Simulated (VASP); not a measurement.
**As: single point with PBE+D3(BJ)**

As, a slab with vacuum:

```xyz
2
Lattice="3.6431 0.0000 0.0000 -1.8215 3.0931 0.0000 0.0000 0.0000 28.5742" Properties=species:S:1:pos:R:3 pbc="T T T"
As    0.0000    2.0584   13.5934
As    1.8215    1.0348   14.9809
```

This cell differs from its parent crystal: strain along x +0.020, then relaxed in part.

```yaml
Program: VASP 6.6.1
Task: single point
Functional: PBE
Dispersion: D3(BJ)
Potentials_or_basis: VASP PAW PBE potentials, release 64 (As_d)
Cutoff: 400 eV
k_mesh: 9 × 9 × 1
Occupations: gaussian, width 0.02 eV
Spin: no spin polarisation
Dipole_correction: yes
Further_INCAR_settings: ALGO = Normal; EDIFF = 1e-06; NBANDS = 22; NELMDL = -8
```

| Property | Result |
| --- | --- |
| Largest force | 0.027 eV/Å |
| Band gap on the k mesh | 1.48 eV (least direct gap 1.86 eV) |
| Dispersion energy per atom | -0.208 eV |

Forces on the atoms (eV/Å):
```
As   0.000 -0.007 -0.026
As   0.000  0.007  0.026
```

Levels at points of the mesh, in eV from the valence-band top:
```
           k point  band 12  band 13  band 14  band 15  band 16  band 17  band 18  band 19
(0.00, 0.00, 0.00)    -7.20    -0.57    -0.15     0.00     1.86     3.38     3.53     4.81
```

Wall time 2.3 min on 1 thread of Intel(R) Xeon(R) Platinum 8375C CPU @ 2.90GHz (Ice Lake), with other jobs on the host, peak memory 0.35 GiB.

Caveat: the cell differs from its parent crystal (strain along x +0.020, then relaxed in part).
